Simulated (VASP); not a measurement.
Li4C: single point with PBE

Crystal: Li4C.

```
CELL_PARAMETERS angstrom
-2.05391 2.05391 3.98461
2.05391 -2.05391 3.98461
2.05391 2.05391 -3.98461
ATOMIC_POSITIONS crystal
Li 0.75646 0.75646 0.00000
Li 0.24354 0.24354 0.00000
Li 0.00000 0.50000 0.50000
Li 0.50000 0.00000 0.50000
C 0.50000 0.50000 0.00000
```

* Program: VASP 6.6.1
* Task: single point
* Functional: PBE
* Potentials or basis: VASP PAW PBE potentials, release 64 (Li_sv, C)
* Cutoff: 520 eV
* k mesh: 14 × 14 × 14
* Occupations: gaussian, width 0.1 eV
* Spin: no spin polarisation
* Dipole correction: no
* Further INCAR settings: ALGO = Normal; EDIFF = 1e-07; NBANDS = 16

The largest force is 0.008 eV/Å and the band gap on the k mesh is zero (bands 8 and 9 overlap by 0.13 eV).

Forces on the atoms (eV/Å):
```
Li   0.000  0.000  0.008
Li   0.000  0.000 -0.008
Li   0.000  0.000  0.000
Li   0.000  0.000  0.000
C    0.000  0.000  0.000
```

Levels at points of the mesh, in eV from the Fermi level:
| k point | band 4 | band 5 | band 6 | band 7 | band 8 | band 9 | band 10 | band 11 | band 12 | band 13 |
| --- | --- | --- | --- | --- | --- | --- | --- | --- | --- | --- |
| (0.00, 0.00, 0.00) | -44.37 | -8.19 | -0.75 | -0.40 | -0.40 | -0.20 | 4.47 | 4.47 | 5.68 | 5.86 |
| (0.50, 0.00, 0.00) | -44.38 | -8.09 | -2.22 | -0.68 | -0.25 | 0.88 | 3.70 | 4.83 | 4.94 | 6.36 |
| (0.50, 0.50, 0.00) | -44.38 | -8.13 | -1.49 | -0.17 | -0.07 | 0.37 | 0.65 | 4.22 | 5.42 | 7.06 |
| (0.50, 0.50, 0.50) | -44.37 | -8.02 | -2.55 | -0.95 | -0.95 | 2.03 | 3.38 | 5.94 | 5.94 | 6.11 |

Run time: 4.8 min on 1 thread of Intel(R) Xeon(R) Platinum 8488C (Sapphire Rapids) (shared host), peak memory 0.37 GiB.
